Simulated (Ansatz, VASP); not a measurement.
One calculation of BAs, two programs

Contents of INCAR:

```
SYSTEM = BAs
  PREC = Accurate
  ENCUT = 520
  EDIFF = 1E-6
  ISMEAR = 0
  SIGMA = 0.05
  LREAL = .False.
  LASPH = .True.
  NELM = 100
  ALGO = Normal
  ISIF = 2
  LWAVE = .False.
  LCHARG = .False.
  GGA = PE
  NBANDS = 11
```

File KPOINTS:

```
Automatic mesh
0
Gamma
  12 12 12
  0 0 0
```

The input POSCAR:

```
BAs
1.0
    0.0000000000      2.2476645550      2.6971974660
    2.2476645550      0.0000000000      2.6971974660
    2.2476645550      2.2476645550      0.0000000000
B As
1 1
Direct
    0.0000000000      0.0000000000      0.0000000000
    0.7500000000      0.7500000000      0.7500000000
```

Input for Ansatz:

```yaml
crystal:
  lattice:
    - [0.0, 2.247664555, 2.697197466]
    - [2.247664555, 0.0, 2.697197466]
    - [2.247664555, 2.247664555, 0.0]
  atoms:
    - { symbol: B, position: [0.0, 0.0, 0.0] }
    - { symbol: As, position: [0.75, 0.75, 0.75] }
basis:
  ecutwfc: 420
kpoints:
  mp_grid: { grid: [12, 12, 12] }
hamiltonian:
  xc: pbe
scf:
  occupations: { method: gaussian, width: 0.05 }
output:
  forces: true
  stress: true
  eigenvalues: true
```

Alike in both runs: task single point; functional PBE; k mesh 12 × 12 × 12; occupations gaussian, width 0.05 eV; no spin polarisation.

|  | VASP | Ansatz |
| --- | --- | --- |
| version | VASP 6.6.1 | Ansatz 0.2.0 |
| potentials or method | VASP PAW PBE potentials, release 64 (B, As), cutoff 520 eV | scalar-relativistic, plane waves, PAW |
| valence electrons in the cell | 8 | 18 |

|  | VASP | Ansatz | Ansatz less VASP |
| --- | --- | --- | --- |
| gap on the k mesh at the Fermi level (eV) | none | none | - |
| pressure (GPa) | 3.5 | 2.9 | -0.62 |
| traceless stress, the component that is largest in VASP (GPa) | -31.20 | -31.31 | -0.114 |

A gap of «none» marks a metal or a gap that the smearing closes. VASP's potentials hold 8 valence electrons a cell and Ansatz's 18, so a difference there can come from the potentials and not from the codes.
